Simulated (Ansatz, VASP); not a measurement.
# One calculation of Ba, two programs

```
CELL_PARAMETERS angstrom
0.00000 3.23267 3.23267
3.23267 0.00000 3.23267
3.23267 3.23267 0.00000
ATOMIC_POSITIONS crystal
Ba 0.00000 0.00000 0.00000
```

Alike in both runs: task relaxation of cell and atoms; functional PBE; k mesh 16 × 16 × 16; occupations gaussian, width 0.1 eV; no spin polarisation.

|  | VASP | Ansatz |
| --- | --- | --- |
| version | VASP 6.6.1 | Ansatz 0.2.0 |
| potentials or method | VASP PAW PBE potentials, release 64 (Ba_sv), cutoff 600 eV | scalar-relativistic, plane waves, PAW |
| valence electrons in the cell | 10 | 10 |

Ansatz gave:

- gap on the k mesh at the Fermi level, each at its own relaxed structure (eV): none
- relaxed volume (Å³/atom): 63.95
- relaxed cell length with the largest relative difference (Å): 4.489

Task: Which values does VASP return?

Result: gap on the k mesh at the Fermi level, each at its own relaxed structure (eV): none; relaxed volume (Å³/atom): 64.22; relaxed cell length with the largest relative difference (Å): 4.495.

A gap of «none» marks a metal or a gap that the smearing closes.

Spin-orbit coupling is off throughout.
